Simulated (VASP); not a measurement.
## RbBr: single point with PBEsol

RbBr:

```
CELL_PARAMETERS angstrom
0.00000 3.30131 3.30131
3.30131 0.00000 3.30131
3.30131 3.30131 0.00000
ATOMIC_POSITIONS crystal
Rb 0.00000 0.00000 0.00000
Br 0.50000 0.50000 0.50000
```

```
Program                : VASP 6.6.1
Task                   : single point
Functional             : PBEsol
Potentials or basis    : VASP PAW PBE potentials, release 64 (Rb_sv, Br)
Cutoff                 : 520 eV
k mesh                 : 6 × 6 × 6
Occupations            : gaussian, width 0.01 eV
Spin                   : no spin polarisation
Dipole correction      : no
Further INCAR settings : ALGO = Normal; EDIFF = 1e-06; NBANDS = 15
```

```json
{"Pressure": "2.0 GPa", "Band gap on the k mesh": "4.48 eV, direct"}
```

Levels at points of the mesh, in eV from the valence-band top:
| k point | band 6 | band 7 | band 8 | band 9 | band 10 | band 11 |
| --- | --- | --- | --- | --- | --- | --- |
| (0.00, 0.00, 0.00) | 0.00 | 0.00 | 0.00 | 4.48 | 7.19 | 7.19 |
| (0.50, 0.00, 0.00) | -1.23 | -0.48 | -0.48 | 6.93 | 7.97 | 9.75 |
| (0.50, 0.50, 0.00) | -0.50 | -0.16 | -0.16 | 5.32 | 7.44 | 9.34 |

Run time: 9.6 s on 1 thread of Intel(R) Xeon(R) 6975P-C (Granite Rapids), with other jobs on the host, peak memory 0.2 GiB.

Caveat: the PAW data sets were made with another functional, which shifts forces and pressure a little. PBEsol gaps usually lie below the measured ones, often by a third to a half.
